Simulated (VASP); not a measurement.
# Rh: relaxation of cell and atoms with PBE

Crystal: Rh.

```xyz
4
Lattice="1.3624 2.3598 0.0000 0.0000 0.0000 4.3844 4.0872 -2.3598 0.0000" Properties=species:S:1:pos:R:3 pbc="T T T"
Rh    1.3624    0.7866    3.2883
Rh    4.0872    0.7866    3.2883
Rh    4.0872   -0.7866    1.0961
Rh    1.3624   -0.7866    1.0961
```

This isn't the form of Rh at room conditions, which is fcc.

```yaml
Program: VASP 6.6.1
Task: relaxation of cell and atoms
Functional: PBE
Potentials_or_basis: VASP PAW PBE potentials, release 64 (Rh_pv)
Cutoff: 600 eV
k_mesh: 16 × 10 × 10
Occupations: gaussian, width 0.1 eV
Spin: no spin polarisation
Dipole_correction: no
Further_INCAR_settings: ALGO = Fast; EDIFF = 1e-06; IBRION = 2; EDIFFG = -0.015; NSW = 80; ISIF = 3
```

```
Energy gained by relaxing : 0.0 meV/atom
Ionic steps               : 6
Pressure after relaxing   : -0.1 GPa
Band gap on the k mesh    : zero (bands 30 and 31 overlap by 1.73 eV)
```

Forces in eV/Å, atoms in the order of the input:
```
Rh  -0.002  0.001  0.000
Rh  -0.002  0.001  0.000
Rh   0.002 -0.001  0.000
Rh   0.002 -0.001  0.000
```

The path:
| step | energy change (eV) | largest force (eV/Å) | pressure (GPa) | volume (Å³) |
| --- | --- | --- | --- | --- |
| 1 | 0.0000 | 0.0013 | 0.08 | 56.38 |
| 2 | -0.0001 | 0.0018 | -0.27 | 56.44 |
| 3 | -0.0001 | 0.0019 | -0.15 | 56.42 |
| 4 | -0.0001 | 0.0017 | -0.20 | 56.42 |
| 5 | -0.0001 | 0.0016 | 0.20 | 56.34 |
| 6 | -0.0001 | 0.0025 | -0.12 | 56.38 |

Final structure:
```yaml
crystal:
  lattice:
    - [1.36099, 2.35731, 0.00000]
    - [0.00000, 0.00000, 4.39080]
    - [4.08556, -2.35880, 0.00000]
  atoms:
    - { symbol: Rh, position: [0.50000, 0.75000, 0.16665] }
    - { symbol: Rh, position: [0.00000, 0.75000, 0.66665] }
    - { symbol: Rh, position: [0.50000, 0.25000, 0.83335] }
    - { symbol: Rh, position: [0.00000, 0.25000, 0.33335] }
```

Levels at points of the mesh, in eV from the Fermi level:
```tsv
k point	band 26	band 27	band 28	band 29	band 30	band 31	band 32	band 33	band 34	band 35
(0.00, 0.00, 0.00)	-2.10	-1.87	-1.87	0.12	0.12	0.38	0.60	0.68	0.77	2.93
(0.50, 0.00, 0.00)	-2.18	-0.86	-0.86	0.28	0.28	0.40	0.40	2.71	2.71	8.62
(0.00, 0.50, 0.00)	-1.63	-0.44	-0.44	-0.43	-0.43	-0.30	-0.30	0.56	0.56	2.62
(0.50, 0.50, 0.00)	-1.92	-1.92	-1.92	0.48	0.48	0.48	0.48	4.03	4.03	4.03
(0.00, 0.00, 0.50)	-2.09	-1.47	-1.47	-1.42	-1.42	-1.09	-1.09	0.45	0.45	6.10
(0.50, 0.00, 0.50)	-2.10	0.38	0.38	0.60	0.60	0.68	0.68	2.94	2.94	5.00
(0.00, 0.50, 0.50)	-2.02	-2.02	-2.02	-0.43	-0.43	-0.43	-0.43	0.65	0.65	0.65
(0.50, 0.50, 0.50)	-0.30	-0.30	-0.30	0.56	0.56	0.56	0.56	2.63	2.63	2.63
```

It took 62 min on 1 thread of Oxide Virtual Turin-like Processor, on a shared host, peak memory 0.6 GiB.
